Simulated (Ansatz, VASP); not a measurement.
**Two plane-wave programs on AgS**

```
Ag S
1.0
     0.00000    2.64888    2.64888
     2.64888    0.00000    2.64888
     2.64888    2.64888    0.00000
Ag S
1 1
Direct
  0.00000 0.00000 0.00000
  0.50000 0.50000 0.50000
```

Change from the starting cell: species swapped into the TlBr type (Fm-3m, No. 225).

Alike in both runs: functional PBE; k mesh 6 × 6 × 6; occupations gaussian, width 0.1 eV; no spin polarisation.

Ansatz relaxed the structure, and its values are those at the end. VASP's run is a single point on that final structure, the one shown.

|  | VASP | Ansatz |
| --- | --- | --- |
| version | VASP 6.6.1 | Ansatz 0.2.0 |
| potentials or method | VASP PAW PBE potentials, release 64 (Ag, S), cutoff 520 eV | scalar-relativistic, plane waves, PAW |
| valence electrons in the cell | 17 | 25 |

```tsv
	VASP	Ansatz	Ansatz less VASP
gap on the k mesh at the Fermi level (eV)	none	none	-
pressure (GPa)	-0.5	-0.3	+0.17
```

A gap of «none» marks a metal or a gap that the smearing closes. VASP's potentials hold 17 valence electrons a cell and Ansatz's 25, so a difference there can come from the potentials and not from the codes.
